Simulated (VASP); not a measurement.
Runs of VASP 6.6.1 on Ca2BeCl6. The structure is that of space group Fm-3m (No. 225), or close to it. The cells are those of the table. 

```tsv
task	cell	cutoff (eV)	smearing	k mesh for the DOS	occupations for the DOS	gap on the mesh (eV)	pressure (GPa)	relaxed volume (Å³/atom)
single point	a = 6.446 Å, angles 60.0°, 9 atoms	520	gaussian 0.1 eV	-	-	3.62	0.3	-
relaxation of cell and atoms	relaxed from a = 6.446 Å, angles 60.0°, 9 atoms	600	gaussian 0.02 eV	-	-	3.61	0.0	(a)
single point	a = 6.463 Å, angles 60.0°, 9 atoms	520	gaussian 0.02 eV	-	-	3.61	-0.1	-
single point	a = 6.414 Å, angles 60.0°, 9 atoms	520	gaussian 0.1 eV	-	-	3.60	0.1	-
relaxation of cell and atoms	relaxed from a = 6.414 Å, angles 60.0°, 9 atoms	600	gaussian 0.1 eV	-	-	3.61	0.0	(b)
```

Alike in all rows: level PBE; potentials or basis VASP PAW PBE potentials, release 64 (Ca_sv, Be, Cl); no spin polarisation; k mesh 4 × 4 × 4.

Fill in the values left out.

(a) 21.21; (b) 21.19.

A k mesh can miss the band edges.
